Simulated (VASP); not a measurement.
# Ca3Si2N (P-6m2) in VASP: a series of runs

Ca3Si2N is run at these levels: PBE; tasks: single point, relaxation of cell and atoms.

Program: VASP 6.6.1. These are calculated values, not measurements. Logs are shortened: lines on timing, memory, paths and dates and some standing lists are left out, and cuts for length are marked.

## Step 1: The cell of the first run

It takes space group P-6m2 (No. 187, hexagonal). The conventional cell has a = 4.217 Å, b = 4.217 Å, c = 8.511 Å, α = 90.00°, β = 90.00°, γ = 120.00°. Ca (site symmetry -6m2) has 3 Ca at 2.43 Å and 6 Si at 3.24 Å within 3.3 Å. Within 3.3 Å of Ca (site symmetry -6m2) lie 3 N at 2.43 Å and 6 Si at 3.23 Å. Ca (site symmetry -6m2) has 3 Ca at 2.43 Å and 6 Si at 3.24 Å within 3.3 Å. Within 4.3 Å of Si (site symmetry 3m) lie 3 N at 3.23 Å and 9 Ca at 3.23 to 3.24 Å and 8 Si at 4.22 to 4.27 Å. N (site symmetry -6m2) has 3 Ca at 2.43 Å and 6 Si at 3.23 Å within 3.3 Å.

The cell was generated, and may not be a known phase.

## Step 2: Single point, PBE

Input file INCAR:

```
PREC = Accurate
ENCUT = 520
EDIFF = 1E-6
ISMEAR = 0
SIGMA = 0.1
LREAL = F
LASPH = T
NELM = 100
ALGO = Normal
ISIF = 2
LWAVE = F
LCHARG = T
GGA = PE
LELF = T
LVHAR = T
NBANDS = 30
```

Input file KPOINTS:

```
Automatic mesh
0
Gamma
  6 6 2
```

Input file POSCAR:

```
Ca3Si2N
1.0
    4.2165615600      0.0000000000      0.0000000000
   -2.1082807800      3.6516494300      0.0000000000
    0.0000000000      0.0000000000      8.5107336200
Ca Si N
3 2 1
Direct
    0.0000000000      0.0000000000      0.5000000000
    0.3333333300      0.6666666700      0.0000000000
    0.3333333300      0.6666666700      0.5000000000
    0.6666666700      0.3333333300      0.2494100000
    0.6666666700      0.3333333300      0.7505900000
    0.0000000000      0.0000000000      0.0000000000
```

Potentials or basis: VASP PAW PBE potentials, release 64 (Ca_sv, Si, N).

The run is started by

```
cat potpaw_PBE.64/Ca_sv/POTCAR potpaw_PBE.64/Si/POTCAR potpaw_PBE.64/N/POTCAR > POTCAR
mpirun -np 1 vasp_std > vasp.out
```

OUTCAR:

```text
PREC = Accurate
   ENCUT = 520
   EDIFF = 1E-6
   ISMEAR = 0
   LREAL = F
   LASPH = T
   NELM = 100
   ISIF = 2
   GGA = PE

 ion  position               nearest neighbor table
   1  0.000  0.000  0.500-   3 2.43   3 2.43   3 2.43
   2  0.333  0.667  0.000-   6 2.43   6 2.43   6 2.43
   3  0.333  0.667  0.500-   1 2.43   1 2.43   1 2.43
   4  0.667  0.333  0.249-
   5  0.667  0.333  0.751-
   6  0.000  0.000  0.000-   2 2.43   2 2.43   2 2.43

  LATTYP: Found a hexagonal cell.
 ALAT       =     4.2165615600
 C/A-ratio  =     2.0184061110

  Lattice vectors:

 A1 = (   4.2165615600,   0.0000000000,   0.0000000000)
 A2 = (  -2.1082807800,   3.6516494300,   0.0000000000)
 A3 = (   0.0000000000,   0.0000000000,   8.5107336200)

Analysis of symmetry for initial positions (statically):
=====================================================================
 Subroutine PRICEL returns:
 Original cell was already a primitive cell.

 Routine SETGRP: Setting up the symmetry group for a
 hexagonal supercell.

 Subroutine GETGRP returns: Found 12 space group operations
 (whereof 12 operations were pure point group operations)
 out of a pool of 24 trial point group operations.

The static configuration has the point symmetry D_3h.

Analysis of symmetry for dynamics (positions and initial velocities):
=====================================================================
 Subroutine PRICEL returns:
 Original cell was already a primitive cell.

 Routine SETGRP: Setting up the symmetry group for a
 hexagonal supercell.

 Subroutine GETGRP returns: Found 12 space group operations
 (whereof 12 operations were pure point group operations)
 out of a pool of 24 trial point group operations.

The dynamic configuration has the point symmetry D_3h.

 Subroutine INISYM returns: Found 12 space group operations
 (whereof 12 operations are pure point group operations),
 and found     1 'primitive' translations

----------------------------------------------------------------------------------------

                                     Primitive cell

  volume of cell :     131.0432

  direct lattice vectors                    reciprocal lattice vectors
     4.216561560  0.000000000  0.000000000     0.237160062  0.136924425  0.000000000
    -2.108280780  3.651649430  0.000000000     0.000000000  0.273848851  0.000000000
     0.000000000  0.000000000  8.510733620     0.000000000  0.000000000  0.117498684

  length of vectors
     4.216561560  4.216561562  8.510733620     0.273848851  0.273848851  0.117498684

  position of ions in fractional coordinates (direct lattice)
     0.000000000  0.000000000  0.500000000
     0.333333330  0.666666670  0.000000000
     0.333333330  0.666666670  0.500000000
     0.666666670  0.333333330  0.249410000
     0.666666670  0.333333330  0.750590000
     0.000000000  0.000000000  0.000000000

  ion indices of the primitive-cell ions
   primitive index   ion index
                 1           1
                 2           2
                 3           3
                 4           4
                 5           5
                 6           6

----------------------------------------------------------------------------------------

 KPOINTS: Automatic mesh

Automatic generation of k-mesh.
 Grid dimensions read from file:
 generate k-points for:    6    6    2

 Generating k-lattice:

  Cartesian coordinates                     Fractional coordinates (reciprocal lattice)
     0.039526677  0.022820738  0.000000000     0.166666667  0.000000000  0.000000000
     0.000000000  0.045641475  0.000000000     0.000000000  0.166666667  0.000000000
     0.000000000  0.000000000  0.058749342     0.000000000  0.000000000  0.500000000

  Length of vectors
     0.045641475  0.045641475  0.058749342

  Shift w.r.t. Gamma in fractional coordinates (k-lattice)
     0.000000000  0.000000000  0.000000000

 Subroutine IBZKPT returns following result:
 ===========================================

 Found     14 irreducible k-points:

 Following reciprocal coordinates:
            Coordinates               Weight
  0.000000  0.000000  0.000000      1.000000
  0.166667  0.000000  0.000000      6.000000
  0.333333  0.000000  0.000000      6.000000
  0.500000  0.000000  0.000000      3.000000
  0.166667  0.166667  0.000000      6.000000
  0.333333  0.166667  0.000000     12.000000
  0.333333  0.333333  0.000000      2.000000
  0.000000  0.000000  0.500000      1.000000
  0.166667  0.000000  0.500000      6.000000
  0.333333  0.000000  0.500000      6.000000
  0.500000  0.000000  0.500000      3.000000
  0.166667  0.166667  0.500000      6.000000
  0.333333  0.166667  0.500000     12.000000
  0.333333  0.333333  0.500000      2.000000
   k-points           NKPTS =     14   k-points in BZ     NKDIM =     14   number of bands    NBANDS=     30
   number of dos      NEDOS =    301   number of ions     NIONS =      6
   total plane-waves  NPLWV =  65536
   dimension x,y,z NGX =    32 NGY =   32 NGZ =   64
   dimension x,y,z NGXF=    64 NGYF=   64 NGZF=  128
   ions per type =               3   2   1
   NGX,Y,Z   is equivalent  to a cutoff of  12.62, 12.62, 12.50 a.u.
   NGXF,Y,Z  is equivalent  to a cutoff of  25.23, 25.23, 25.00 a.u.
 SYSTEM =  unknown system
   PREC   = accura    normal or accurate (medium, high low for compatibility)
   ISTART =      0    job   : 0-new  1-cont  2-samecut
   ICHARG =      2    charge: 1-file 2-atom 10-const
   ISPIN  =      1    spin polarized calculation?
   LNONCOLLINEAR =      F non collinear calculations
   LSORBIT =      F    spin-orbit coupling
   LASPH  =      T    aspherical Exc in radial PAW
   ENCUT  =  520.0 eV  38.22 Ry    6.18 a.u.   7.84  7.84 15.82*2*pi/ulx,y,z
   NELM   =    100;   NELMIN=  2; NELMDL= -5     # of ELM steps
   EDIFF  = 0.1E-05   stopping-criterion for ELM
   LREAL  =      F    real-space projection
   EDIFFG = 0.1E-04   stopping-criterion for IOM
   NSW    =      0    number of steps for IOM
   IBRION =     -1    ionic relax: 0-MD 1-quasi-New 2-CG
   NFREE  =      0    steps in history (QN), initial steepest desc. (CG)
   ISIF   =      2    stress and relaxation
   ISYM   =      2    0-nonsym 1-usesym 2-fastsym
   POTIM  = 0.5000    time-step for ionic-motion
   TEBEG  =    0.0;   TEEND  =   0.0 temperature during run
   PSTRESS=    0.0 pullay stress
   NELECT =      43.0000    total number of electrons
   NUPDOWN=      -1.0000    fix difference up-down
   EMIN   =  10.00;   EMAX   =-10.00  energy-range for DOS
   EFERMI =   0.00;   METHOD = LEGACY
   ISMEAR =     0;   SIGMA  =   0.10  broadening in eV -4-tet -1-fermi 0-gaus
   EFERMI_NEDOS =   21; number of points for ismear=-14 and -15
   IALGO  =     38    algorithm
   IMIX   =      4    mixing-type and parameters
     AMIX     =   0.40;   BMIX     =  1.00
     AMIX_MAG =   1.60;   BMIX_MAG =  1.00
  volume/ion in A,a.u.               =      21.84       147.39
  Fermi-wavevector in a.u.,A,eV,Ry     =   1.129170  2.133823 17.347778  1.275026
  Thomas-Fermi vector in A             =   2.265863
   LORBIT       =      0    0 simple, 1 ext, 2 COOP (PROOUT), +10 PAW based schemes
   GGA     = PE    functional components
   LHFCALC =     F    Hartree Fock is set to
   AEXX    =    0.0000 exact exchange contribution
   IVDW    =     0    specifies the selected vdW correction
   LEPSILON=     F    determine dielectric tensor
   LRPA    =     F    only Hartree local field effects (RPA)
 non-spin polarized calculation
 Gauss-broadening in eV      SIGMA  =   0.10
  energy-cutoff  :      520.00
  volume of cell :      131.04
 maximum number of plane-waves:      3565
 NGX is ok and might be reduce to    32
   NGX = 15   NGY = 15   NGZ = 31

 number of electron      42.9999996 magnetization

 Free energy of the ion-electron system (eV)
  ---------------------------------------------------
  ext. energy  EPLUGINS =         0.00000000
  ---------------------------------------------------
  free energy    TOTEN  =       -19.08378782 eV

  energy without entropy =      -19.06595100  energy(sigma->0) =      -19.07486941

 E-fermi :   3.5927     XC(G=0):  -9.4476

 val. band max:        3.5656290881   @ k =   0.1667   0.1667   0.5000
 cond. band min:       3.6069975834   @ k =   0.1667   0.1667   0.0000
 fundamental gap:      0.0413684953
 Fermi energy:         3.5926821982

 k-point     1 :       0.0000    0.0000    0.0000
  band No.  band energies     occupation
      1     -38.2682      2.00000
      2     -37.1127      2.00000
      3     -35.6431      2.00000
      4     -20.1150      2.00000
      5     -20.1150      2.00000
      6     -18.9368      2.00000
[... 22 lines left out ...]
     29       7.3383      0.00000
     30       7.3991      0.00000

 k-point     2 :       0.1667    0.0000    0.0000
  band No.  band energies     occupation
      1     -38.2059      2.00000
      2     -37.1867      2.00000
      3     -35.6418      2.00000
      4     -20.1782      2.00000
      5     -20.0130      2.00000
      6     -18.8873      2.00000
[... 22 lines left out ...]
     29       6.4132      0.00000
     30       7.8339      0.00000

 k-point     3 :       0.3333    0.0000    0.0000
  band No.  band energies     occupation
      1     -38.0428      2.00000
      2     -37.3729      2.00000
      3     -35.6392      2.00000
      4     -20.2928      2.00000
      5     -19.7812      2.00000
      6     -18.7600      2.00000
[... 22 lines left out ...]
     29       6.9562      0.00000
     30       7.2042      0.00000

 k-point     4 :       0.5000    0.0000    0.0000
  band No.  band energies     occupation
      1     -37.9107      2.00000
      2     -37.5165      2.00000
      3     -35.6379      2.00000
      4     -20.3453      2.00000
      5     -19.6424      2.00000
      6     -18.6599      2.00000
[... 286 lines left out ...]
     29       7.1104      0.00000
     30       7.7853      0.00000

 k-point    13 :       0.3333    0.1667    0.5000
  band No.  band energies     occupation
      1     -37.9108      2.00000
      2     -37.5163      2.00000
      3     -35.6379      2.00000
      4     -20.4094      2.00000
      5     -19.4889      2.00000
      6     -18.6604      2.00000
[... 22 lines left out ...]
     29       7.3111      0.00000
     30       7.4835      0.00000

 k-point    14 :       0.3333    0.3333    0.5000
  band No.  band energies     occupation
      1     -37.7656      2.00000
      2     -37.6672      2.00000
      3     -35.6372      2.00000
      4     -20.4857      2.00000
      5     -19.0311      2.00000
      6     -18.9472      2.00000
[... 22 lines left out ...]
     29       7.0418      0.00000
     30       7.5847      0.00000

------------------------ aborting loop because EDIFF is reached ----------------------------------------

  FORCE on cell =-STRESS in cart. coord.  units (eV):
  Direction    XX          YY          ZZ          XY          YZ          ZX
  --------------------------------------------------------------------------------------
  -------------------------------------------------------------------------------------
  Total        3.8338104      3.8338104     -6.1781586      0.0000000      0.0000000     -0.0000000
  in kB       46.8734255     46.8734255    -75.5361974      0.0000000      0.0000000     -0.0000000
  external PRESSURE =       6.0702179 kB  Pullay stress =       0.0000000 kB

 VOLUME and BASIS-vectors are now :
 -----------------------------------------------------------------------------
  energy-cutoff  :      520.00
  volume of cell :      131.04
      direct lattice vectors                 reciprocal lattice vectors
     4.216561560  0.000000000  0.000000000     0.237160062  0.136924425  0.000000000
    -2.108280780  3.651649430  0.000000000     0.000000000  0.273848851  0.000000000
     0.000000000  0.000000000  8.510733620     0.000000000  0.000000000  0.117498684

 POSITION                                       TOTAL-FORCE (eV/Angst)
 -----------------------------------------------------------------------------------
      0.00000      0.00000      4.25537        -0.000000     -0.000000      0.000000
     -0.00000      2.43443      0.00000         0.000000     -0.000000      0.000000
     -0.00000      2.43443      4.25537         0.000000      0.000000      0.000000
      2.10828      1.21722      2.12266        -0.000000     -0.000000      0.838096
      2.10828      1.21722      6.38807        -0.000000     -0.000000     -0.838096
      0.00000      0.00000      0.00000        -0.000000     -0.000000      0.000000
 -----------------------------------------------------------------------------------
    total drift:                                0.000031     -0.000018     -0.000000

  FREE ENERGIE OF THE ION-ELECTRON SYSTEM (eV)
  ---------------------------------------------------
  free  energy   TOTEN  =       -19.0837878185 eV

  energy  without entropy=      -19.0659509990  energy(sigma->0) =      -19.07486941
```

It took 32 s on 1 thread of Intel Xeon 6975P-C (Granite Rapids), shared host; peak memory 0.26 GiB.

Results:

```
Free energy            : -19.0838 eV
Pressure               : 0.6 GPa
Largest force          : 0.838 eV/Å
Band gap on the k mesh : zero (an odd number of electrons rules out a gap without spin polarisation)
```

Forces on the atoms (eV/Å):
```
Ca   0.000  0.000  0.000
Ca   0.000  0.000  0.000
Ca   0.000  0.000  0.000
Si   0.000  0.000  0.838
Si   0.000  0.000 -0.838
N    0.000  0.000  0.000
```

Stress tensor (GPa, compression positive):
```
 4.69  0.00  0.00
 0.00  4.69  0.00
 0.00  0.00 -7.55
```

Caveat: the k points lie up to 0.37 Å⁻¹ apart, too coarse for converged energies and pressures of a metal.

## Step 3: Single point, PBE

This run uses another cell than the first one, of 21.72 Å³/atom.

Input file INCAR:

```
ALGO = Normal
EDIFF = 1E-6
ENCUT = 520
GGA = PE
ISIF = 2
ISMEAR = 0
LASPH = T
LCHARG = F
LREAL = F
LWAVE = F
NBANDS = 30
NELM = 100
PREC = Accurate
SIGMA = 0.1
```

Input file KPOINTS:

```
k-points
0
Gamma
  6 6 2
```

Input file POSCAR:

```
Ca3Si2N
1.0
    4.8011477431      0.0000000000      0.0000000000
   -2.4005738715      4.1579159128      0.0000000000
    0.0000000000      0.0000000000      6.5293005604
Ca Si N
3 2 1
Direct
    0.0000000000      0.0000000000      0.5000000000
    0.3333333333      0.6666666667      0.0000000000
    0.3333333333      0.6666666667      0.5000000000
    0.6666666667      0.3333333333      0.3152576923
    0.6666666667      0.3333333333      0.6847423077
    0.0000000000      0.0000000000      0.0000000000
```

Potentials or basis: VASP PAW PBE potentials, release 64 (Ca_sv, Si, N).

The run is started by

```
cat potpaw_PBE.64/Ca_sv/POTCAR potpaw_PBE.64/Si/POTCAR potpaw_PBE.64/N/POTCAR > POTCAR
mpirun -np 1 vasp_std > vasp.out
```

Wall time 30 s (1 thread of Intel Xeon 6975P-C (Granite Rapids), shared host); peak memory 0.26 GiB.

Results (log left out):

```yaml
Free_energy: -22.0602 eV
Pressure: 0.2 GPa
Largest_force: 0.008 eV/Å
Band_gap_on_the_k_mesh: zero (an odd number of electrons rules out a gap without spin polarisation)
```

Forces on the atoms (eV/Å):
```
Ca   0.000  0.000  0.000
Ca   0.000  0.000  0.000
Ca   0.000  0.000  0.000
Si   0.000  0.000 -0.008
Si   0.000  0.000  0.008
N    0.000  0.000  0.000
```

Stress tensor (GPa, compression positive):
```
0.23 0.00 0.00
0.00 0.23 0.00
0.00 0.00 0.05
```

Levels at points of the mesh, in eV from the Fermi level:
```csv
k point,band 18,band 19,band 20,band 21,band 22,band 23,band 24,band 25
"(0.00, 0.00, 0.00)",-2.14,-0.90,-0.90,-0.35,0.48,0.48,1.06,1.40
"(0.50, 0.00, 0.00)",-1.90,-1.75,-0.88,-0.52,0.06,0.53,0.65,1.49
"(0.00, 0.00, 0.50)",-1.97,-1.29,-1.29,0.45,0.68,0.68,1.89,1.89
"(0.50, 0.00, 0.50)",-1.59,-1.56,-1.36,-0.24,-0.20,0.21,1.02,1.76
```

Caveat: the k points lie up to 0.48 Å⁻¹ apart, too coarse for converged energies and pressures of a metal.

(Continued in part 2 of 2.)

The gap in the log of VASP goes by the Fermi energy; the results here count the filled bands.